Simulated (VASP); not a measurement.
A run of VASP 6.6.1:

INCAR

```
PREC = Accurate ; ENCUT = 520
EDIFF = 1E-6 ; ISMEAR = -1
SIGMA = 0.1 ; LREAL = F
LASPH = T ; NELM = 100
ALGO = Normal ; ISIF = 2
LWAVE = F ; LCHARG = F
GGA = PS ; NBANDS = 12
```

File KPOINTS:

```
regular mesh
0
Gamma
  15 15 15
```

File POSCAR:

```
Cu
1.0
    2.2949379888      0.0000000000      0.0000000000
    0.0000000000      2.2949379888      0.0000000000
    0.0000000000      0.0000000000      2.2949379888
Cu
1
Direct
    0.0000000000      0.0000000000      0.0000000000
```

Potentials or basis: VASP PAW PBE potentials, release 64 (Cu).

Launch:

```sh
$ cat potpaw_PBE.64/Cu/POTCAR > POTCAR
$ mpirun -np 1 vasp_std > vasp.out
```

Hardware: 1 thread of Intel Xeon 8259CL (shared host).

Task: Estimate the wall time of this run.

Result: Wall time 20 s on 1 thread of Intel Xeon 8259CL, on a shared host, peak memory 0.13 GiB. Counts: scf iterations 12, k points 120.
